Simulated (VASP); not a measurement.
# B19N17 (a cell with a defect) (B_N) in VASP: further runs

B19N17 (a cell with a defect) (B_N) is run at these levels: PBE; tasks: single point.

Everything below comes from runs of VASP 6.6.1. Logs are shortened: lines on timing, memory, paths and dates and some standing lists are left out, and cuts for length are marked.

### Step 1. The cell of the first run

The cell holds a defect, 36 atoms: a = 7.465 Å, b = 7.465 Å, c = 6.495 Å, α = 90.00°, β = 90.00°, γ = 120.00°.

### Step 2. Single point, PBE

INCAR

```
SYSTEM = B19N17
ALGO = Normal
EDIFF = 1E-6
ENCUT = 520
GGA = PE
GGA_COMPAT = .False.
ISIF = 2
ISMEAR = 0
LASPH = .True.
LCHARG = .True.
LELF = .True.
LREAL = Auto
LVHAR = .True.
LWAVE = .False.
NBANDS = 95
NELM = 120
PREC = Accurate
SIGMA = 0.01
```

KPOINTS

```
Automatic mesh
0
Gamma
  1 1 1
  0.25 0.25 0.25
```

POSCAR

```
B19N17
1.0
    7.4650312809      0.0000000000      0.0000000000
   -3.7325156404      6.4649067293      0.0000000000
    0.0000000000      0.0000000000      6.4954828800
B N
19 17
Direct
    0.1131448425      0.2207583581      0.2498180998
    0.2205016475      0.1126388112      0.7499842378
    0.1133438284      0.5550684059      0.2500736368
    0.2204625744      0.4462245110      0.7497757277
    0.1133398030      0.8866601970      0.2500000000
    0.2205197774      0.7794802226      0.7500000000
    0.4376898763      0.2030683019      0.2497386932
    0.5538974907      0.1127221843      0.7500659885
    0.4371321195      0.5628678805      0.2500000000
    0.5538851985      0.4461148015      0.7500000000
    0.5569131613      0.4430868387      0.2500000000
    0.4449315941      0.8866561716      0.2499263632
    0.5537754890      0.7795374256      0.7502242723
    0.7794182389      0.2205817611      0.2500000000
    0.8871289342      0.1128710658      0.7500000000
    0.7969316981      0.5623101237      0.2502613068
    0.8872778157      0.4461025093      0.7499340115
    0.7792416419      0.8868551575      0.2501819002
    0.8873611888      0.7794983525      0.7500157622
    0.1098257146      0.2235781794      0.7498658167
    0.2193134723      0.1043485135      0.2494828469
    0.1097408644      0.5569038155      0.7497085099
    0.2191593105      0.4445482749      0.2500098467
    0.1097655445      0.8902344555      0.7500000000
    0.2235665349      0.7764334651      0.2500000000
    0.4430979673      0.2235110218      0.7500513612
    0.5561316281      0.1043022308      0.2500794648
    0.4431117140      0.5568882860      0.7500000000
    0.4430961845      0.8902591356      0.7502914901
    0.5554517251      0.7808406895      0.2499901533
    0.7764371853      0.2235628147      0.7500000000
    0.8901451798      0.1098548202      0.2500000000
    0.7764889782      0.5569020327      0.7499486388
    0.8956977692      0.4438683719      0.2499205352
    0.7764218206      0.8901742854      0.7501341833
    0.8956514865      0.7806865277      0.2505171531
```

Potentials or basis: VASP PAW PBE potentials, release 64 (B, N).

On the command line:

```bash
cat potpaw_PBE.64/B/POTCAR potpaw_PBE.64/N/POTCAR > POTCAR
mpirun -np 1 vasp_std > vasp.out
```

OUTCAR:

```text
SYSTEM = B19N17
   EDIFF = 1E-6
   ENCUT = 520
   GGA = PE
   ISIF = 2
   ISMEAR = 0
   LASPH = .True.
   LREAL = Auto
   NELM = 120
   PREC = Accurate

 ion  position               nearest neighbor table
   1  0.113  0.221  0.250-  21 1.44  32 1.44  23 1.45
   2  0.221  0.113  0.750-  20 1.43  24 1.44  26 1.44
   3  0.113  0.555  0.250-  23 1.40  34 1.41  25 1.43
   4  0.220  0.446  0.750-  22 1.43  20 1.44  28 1.44
   5  0.113  0.887  0.250-  21 1.41  36 1.41  25 1.43
   6  0.221  0.779  0.750-  24 1.43  22 1.44  29 1.44
[... 28 lines left out ...]
  35  0.776  0.890  0.750-  19 1.43  13 1.44  15 1.44
  36  0.896  0.781  0.251-   5 1.41  16 1.41  18 1.44

  LATTYP: Found a hexagonal cell.
 ALAT       =     7.4650312809
 C/A-ratio  =     0.8701213211

  Lattice vectors:

 A1 = (   7.4650312809,   0.0000000000,   0.0000000000)
 A2 = (  -3.7325156404,   6.4649067293,   0.0000000000)
 A3 = (   0.0000000000,   0.0000000000,   6.4954828800)

Analysis of symmetry for initial positions (statically):
=====================================================================
 Subroutine PRICEL returns:
 Original cell was already a primitive cell.

 Routine SETGRP: Setting up the symmetry group for a
 hexagonal supercell.

 Subroutine GETGRP returns: Found  2 space group operations
 (whereof  1 operations were pure point group operations)
 out of a pool of 24 trial point group operations.

The static configuration has the point symmetry C_1 .
 The point group associated with its full space group is C_2 .

Analysis of symmetry for dynamics (positions and initial velocities):
=====================================================================
 Subroutine PRICEL returns:
 Original cell was already a primitive cell.

 Routine SETGRP: Setting up the symmetry group for a
 hexagonal supercell.

 Subroutine GETGRP returns: Found  2 space group operations
 (whereof  1 operations were pure point group operations)
 out of a pool of 24 trial point group operations.

The dynamic configuration has the point symmetry C_1 .
 The point group associated with its full space group is C_2 .

 Subroutine INISYM returns: Found  2 space group operations
 (whereof  1 operations are pure point group operations),
 and found     1 'primitive' translations

----------------------------------------------------------------------------------------

                                     Primitive cell

  volume of cell :     313.4768

  direct lattice vectors                    reciprocal lattice vectors
     7.465031281  0.000000000  0.000000000     0.133957912  0.077340636  0.000000000
    -3.732515640  6.464906729  0.000000000     0.000000000  0.154681273  0.000000000
     0.000000000  0.000000000  6.495482880     0.000000000  0.000000000  0.153953142

  length of vectors
     7.465031281  7.465031281  6.495482880     0.154681273  0.154681273  0.153953142

  position of ions in fractional coordinates (direct lattice)
     0.113144842  0.220758358  0.249818100
     0.220501648  0.112638811  0.749984238
     0.113343828  0.555068406  0.250073637
     0.220462574  0.446224511  0.749775728
     0.113339803  0.886660197  0.250000000
     0.220519777  0.779480223  0.750000000
[... 28 lines left out ...]
     0.776421821  0.890174285  0.750134183
     0.895651487  0.780686528  0.250517153

  ion indices of the primitive-cell ions
   primitive index   ion index
                 1           1
                 2           2
                 3           3
                 4           4
                 5           5
                 6           6
[... 28 lines left out ...]
                35          35
                36          36

----------------------------------------------------------------------------------------

 KPOINTS: Automatic mesh

Automatic generation of k-mesh.
 Grid dimensions read from file:
 generate k-points for:    1    1    1

 Generating k-lattice:

  Cartesian coordinates                     Fractional coordinates (reciprocal lattice)
     0.133957912  0.077340636  0.000000000     1.000000000  0.000000000  0.000000000
     0.000000000  0.154681273  0.000000000     0.000000000  1.000000000  0.000000000
     0.000000000  0.000000000  0.153953142     0.000000000  0.000000000  1.000000000

  Length of vectors
     0.154681273  0.154681273  0.153953142

  Shift w.r.t. Gamma in fractional coordinates (k-lattice)
     0.250000000  0.250000000  0.250000000

 Subroutine IBZKPT returns following result:
 ===========================================

 Found      4 irreducible k-points:

 Following reciprocal coordinates:
            Coordinates               Weight
  0.250000  0.250000  0.250000      2.000000
 -0.250000  0.500000  0.250000      4.000000
  0.500000  0.250000  0.250000      4.000000
 -0.250000 -0.250000  0.250000      2.000000
   k-points           NKPTS =      4   k-points in BZ     NKDIM =      4   number of bands    NBANDS=     95
   number of dos      NEDOS =    301   number of ions     NIONS =     36
   total plane-waves  NPLWV = 150528
   dimension x,y,z NGX =    56 NGY =   56 NGZ =   48
   dimension x,y,z NGXF=   112 NGYF=  112 NGZF=   96
   ions per type =              19  17
   NGX,Y,Z   is equivalent  to a cutoff of  12.47, 12.47, 12.29 a.u.
   NGXF,Y,Z  is equivalent  to a cutoff of  24.94, 24.94, 24.57 a.u.
 SYSTEM =  B19N17
   PREC   = accura    normal or accurate (medium, high low for compatibility)
   ISTART =      0    job   : 0-new  1-cont  2-samecut
   ICHARG =      2    charge: 1-file 2-atom 10-const
   ISPIN  =      1    spin polarized calculation?
   LNONCOLLINEAR =      F non collinear calculations
   LSORBIT =      F    spin-orbit coupling
   LASPH  =      T    aspherical Exc in radial PAW
   ENCUT  =  520.0 eV  38.22 Ry    6.18 a.u.  13.88 13.88 12.08*2*pi/ulx,y,z
   NELM   =    120;   NELMIN=  2; NELMDL= -5     # of ELM steps
   EDIFF  = 0.1E-05   stopping-criterion for ELM
   LREAL  =      T    real-space projection
   EDIFFG = 0.1E-04   stopping-criterion for IOM
   NSW    =      0    number of steps for IOM
   IBRION =     -1    ionic relax: 0-MD 1-quasi-New 2-CG
   NFREE  =      0    steps in history (QN), initial steepest desc. (CG)
   ISIF   =      2    stress and relaxation
   ISYM   =      2    0-nonsym 1-usesym 2-fastsym
   POTIM  = 0.5000    time-step for ionic-motion
   TEBEG  =    0.0;   TEEND  =   0.0 temperature during run
   PSTRESS=    0.0 pullay stress
   NELECT =     142.0000    total number of electrons
   NUPDOWN=      -1.0000    fix difference up-down
   EMIN   =  10.00;   EMAX   =-10.00  energy-range for DOS
   EFERMI =   0.00;   METHOD = LEGACY
   ISMEAR =     0;   SIGMA  =   0.01  broadening in eV -4-tet -1-fermi 0-gaus
   EFERMI_NEDOS =   21; number of points for ismear=-14 and -15
   IALGO  =     38    algorithm
   IMIX   =      4    mixing-type and parameters
     AMIX     =   0.40;   BMIX     =  1.00
     AMIX_MAG =   1.60;   BMIX_MAG =  1.00
  volume/ion in A,a.u.               =       8.71        58.76
  Fermi-wavevector in a.u.,A,eV,Ry     =   1.257291  2.375936 21.507829  1.580781
  Thomas-Fermi vector in A             =   2.390957
   LORBIT       =      0    0 simple, 1 ext, 2 COOP (PROOUT), +10 PAW based schemes
   GGA     = PE    functional components
   LHFCALC =     F    Hartree Fock is set to
   AEXX    =    0.0000 exact exchange contribution
   IVDW    =     0    specifies the selected vdW correction
   LEPSILON=     F    determine dielectric tensor
   LRPA    =     F    only Hartree local field effects (RPA)
 non-spin polarized calculation
 Gauss-broadening in eV      SIGMA  =   0.01
  energy-cutoff  :      520.00
  volume of cell :      313.48
 maximum number of plane-waves:      8452
   NGX = 27   NGY = 27   NGZ = 25

 number of electron     141.9999995 magnetization

 Free energy of the ion-electron system (eV)
  ---------------------------------------------------
  ext. energy  EPLUGINS =         0.00000000
  ---------------------------------------------------
  free energy    TOTEN  =      -307.21312527 eV

  energy without entropy =     -307.21312527  energy(sigma->0) =     -307.21312527

 E-fermi :   3.3332     XC(G=0): -10.2404

 val. band max:        3.2796699383   @ k =  -0.2500   0.5000   0.2500
 cond. band min:       4.5491590558   @ k =   0.5000   0.2500   0.2500
 fundamental gap:      1.2694891175
 Fermi energy:         3.3332186830

 k-point     1 :       0.2500    0.2500    0.2500
  band No.  band energies     occupation
      1     -15.0627      2.00000
      2     -14.7268      2.00000
      3     -14.5610      2.00000
      4     -14.5126      2.00000
      5     -14.3036      2.00000
      6     -13.8115      2.00000
[... 75 lines left out ...]
     82       9.2158      0.00000
     83       9.3879      0.00000

 k-point     2 :      -0.2500    0.5000    0.2500
  band No.  band energies     occupation
      1     -15.0638      2.00000
      2     -14.7315      2.00000
      3     -14.5588      2.00000
      4     -14.5126      2.00000
      5     -14.2959      2.00000
      6     -13.8150      2.00000
[... 75 lines left out ...]
     82       9.2461      0.00000
     83       9.3881      0.00000

 k-point     3 :       0.5000    0.2500    0.2500
  band No.  band energies     occupation
      1     -15.0638      2.00000
      2     -14.7316      2.00000
      3     -14.5588      2.00000
      4     -14.5125      2.00000
      5     -14.2959      2.00000
      6     -13.8150      2.00000
[... 75 lines left out ...]
     82       9.2465      0.00000
     83       9.3880      0.00000

 k-point     4 :      -0.2500   -0.2500    0.2500
  band No.  band energies     occupation
      1     -15.0626      2.00000
      2     -14.7270      2.00000
      3     -14.5610      2.00000
      4     -14.5125      2.00000
      5     -14.3036      2.00000
      6     -13.8114      2.00000
[... 75 lines left out ...]
     82       9.2149      0.00000
     83       9.3889      0.00000
 [bands above 83 left out]

------------------------ aborting loop because EDIFF is reached ----------------------------------------

  FORCE on cell =-STRESS in cart. coord.  units (eV):
  Direction    XX          YY          ZZ          XY          YZ          ZX
  --------------------------------------------------------------------------------------
  -------------------------------------------------------------------------------------
  Total       44.6329742     43.3623484      6.1959343     -1.1003942      0.0009336      0.0005381
  in kB      228.1187968    221.6246380     31.6673738     -5.6241064      0.0047714      0.0027502
  external PRESSURE =     160.4702695 kB  Pullay stress =       0.0000000 kB

 VOLUME and BASIS-vectors are now :
 -----------------------------------------------------------------------------
  energy-cutoff  :      520.00
  volume of cell :      313.48
      direct lattice vectors                 reciprocal lattice vectors
     7.465031281  0.000000000  0.000000000     0.133957912  0.077340636  0.000000000
    -3.732515640  6.464906729  0.000000000     0.000000000  0.154681273  0.000000000
     0.000000000  0.000000000  6.495482880     0.000000000  0.000000000  0.153953142

 POSITION                                       TOTAL-FORCE (eV/Angst)
 -----------------------------------------------------------------------------------
      0.02065      1.42718      1.62269        -0.169589      0.103533      0.000817
      1.22563      0.72820      4.87151         0.147637     -0.093971      0.001719
     -1.22569      3.58847      1.62435        -0.246374      0.118985     -0.006015
     -0.01978      2.88480      4.87016         0.183748     -0.104308      0.006397
     -2.46339      5.73218      1.62387        -0.188665      0.108926      0.000000
     -1.26324      5.03927      4.87161         0.174697     -0.100861      0.000000
[... 28 lines left out ...]
      2.47342      5.75489      4.87248        -0.174004      0.107864      0.000643
      3.77214      5.04707      1.62723         0.182788     -0.070223     -0.005372
 -----------------------------------------------------------------------------------
    total drift:                                0.002853     -0.001647      0.000000

  FREE ENERGIE OF THE ION-ELECTRON SYSTEM (eV)
  ---------------------------------------------------
  free  energy   TOTEN  =      -307.2131252669 eV

  energy  without entropy=     -307.2131252669  energy(sigma->0) =     -307.21312527
```

Wall time 2.6 min (1 thread of Intel Xeon 6975P-C (Granite Rapids), shared host); peak memory 0.39 GiB.

Results:

```yaml
Free_energy: -307.2131 eV
Pressure: 16.0 GPa
Largest_force: 0.309 eV/Å
Band_gap_on_the_k_mesh: 1.27 eV
```

Forces in eV/Å, atoms in the order of the input:
```
B   -0.170  0.104  0.001
B    0.148 -0.094  0.002
B   -0.246  0.119 -0.006
B    0.184 -0.104  0.006
B   -0.189  0.109  0.000
B    0.175 -0.101  0.000
B   -0.222  0.081 -0.004
B    0.152 -0.124  0.005
B   -0.096  0.056  0.000
B    0.160 -0.092  0.000
B    0.108 -0.062  0.000
B   -0.226  0.154  0.006
B    0.182 -0.107 -0.006
B   -0.168  0.097  0.000
B    0.230 -0.133  0.000
B   -0.181  0.152  0.004
B    0.183 -0.070 -0.005
B   -0.174  0.095 -0.001
B    0.155 -0.081 -0.002
N   -0.180  0.097 -0.001
N    0.152 -0.123  0.005
N   -0.168  0.094  0.006
N    0.223 -0.215 -0.001
N   -0.161  0.093  0.000
N    0.136 -0.079  0.000
N   -0.156  0.106 -0.005
N    0.096 -0.158 -0.005
N   -0.183  0.106  0.000
N   -0.165  0.099 -0.006
N    0.297 -0.086  0.001
N   -0.186  0.108  0.000
N    0.268 -0.155  0.000
N   -0.170  0.082  0.005
N    0.185 -0.004  0.005
N   -0.174  0.108  0.001
N    0.183 -0.070 -0.005
```

Caveat: the k points lie up to 0.97 Å⁻¹ apart.

### Step 3. Single point, PBE

INCAR

```
SYSTEM = B19N17
PREC     = Accurate       ! precision mode
ENCUT    = 520            ! plane-wave cutoff, eV
EDIFF    = 1E-6           ! SCF threshold, eV
ISMEAR   = 0              ! smearing method
SIGMA    = 0.01           ! smearing width, eV
LREAL    = Auto         
LASPH    = .True.         ! aspherical terms in the spheres
NELM     = 120            ! most SCF steps
ALGO     = Normal         ! electronic algorithm
ISIF     = 2              ! what is computed and relaxed
LWAVE    = .False.        ! write WAVECAR
LCHARG   = .False.        ! write CHGCAR
GGA      = PE             ! functional
NBANDS   = 95             ! bands
GGA_COMPAT= .False.
```

KPOINTS is that of step 2.

Edit POSCAR of step 2 so:

```diff
@@ -2,5 +2,5 @@
 1.0
-    7.4650312809      0.0000000000      0.0000000000
-   -3.7325156404      6.4649067293      0.0000000000
-    0.0000000000      0.0000000000      6.4954828800
+    7.4650312844      0.0000000000      0.0000000000
+   -3.7325156422      6.4649067324      0.0000000000
+    0.0000000000      0.0000000000      6.4954828762
 B N
```

Potentials or basis: VASP PAW PBE potentials, release 64 (B, N).

On the command line:

```bash
cat potpaw_PBE.64/B/POTCAR potpaw_PBE.64/N/POTCAR > POTCAR
mpirun -np 1 vasp_std > vasp.out
```

It took 2.5 min on 1 thread of Intel Xeon 6975P-C (Granite Rapids), shared host; peak memory 0.39 GiB.

It converged, with:

```
Free energy            : -307.2131 eV
Pressure               : 16.0 GPa
Largest force          : 0.309 eV/Å
Band gap on the k mesh : 1.27 eV
```

Forces on the atoms (eV/Å):
```
B   -0.170  0.104  0.001
B    0.148 -0.094  0.002
B   -0.246  0.119 -0.006
B    0.184 -0.104  0.006
B   -0.189  0.109  0.000
B    0.175 -0.101  0.000
B   -0.222  0.081 -0.004
B    0.152 -0.124  0.005
B   -0.096  0.056  0.000
B    0.160 -0.092  0.000
B    0.108 -0.062  0.000
B   -0.226  0.154  0.006
B    0.182 -0.107 -0.006
B   -0.168  0.097  0.000
B    0.230 -0.133  0.000
B   -0.181  0.152  0.004
B    0.183 -0.070 -0.005
B   -0.174  0.095 -0.001
B    0.155 -0.081 -0.002
N   -0.180  0.097 -0.001
N    0.152 -0.123  0.005
N   -0.168  0.094  0.006
N    0.223 -0.215 -0.001
N   -0.161  0.093  0.000
N    0.136 -0.079  0.000
N   -0.156  0.106 -0.005
N    0.096 -0.158 -0.005
N   -0.183  0.106  0.000
N   -0.165  0.099 -0.006
N    0.297 -0.086  0.001
N   -0.186  0.108  0.000
N    0.268 -0.155  0.000
N   -0.170  0.082  0.005
N    0.185 -0.004  0.005
N   -0.174  0.108  0.001
N    0.183 -0.070 -0.005
```

Stress tensor (GPa, compression positive):
```
22.81 -0.56  0.00
-0.56 22.16  0.00
 0.00  0.00  3.17
```

Levels at points of the mesh, in eV from the valence-band top:
| k point | band 67 | band 68 | band 69 | band 70 | band 71 | band 72 | band 73 | band 74 | band 75 | band 76 |
| --- | --- | --- | --- | --- | --- | --- | --- | --- | --- | --- |
| (0.25, 0.25, 0.25) | -1.47 | -1.42 | -1.14 | -0.31 | -0.05 | 1.27 | 3.68 | 3.86 | 3.94 | 4.65 |

Caveat: the k points lie up to 0.97 Å⁻¹ apart.

(Part 1 of 2 ends here.)
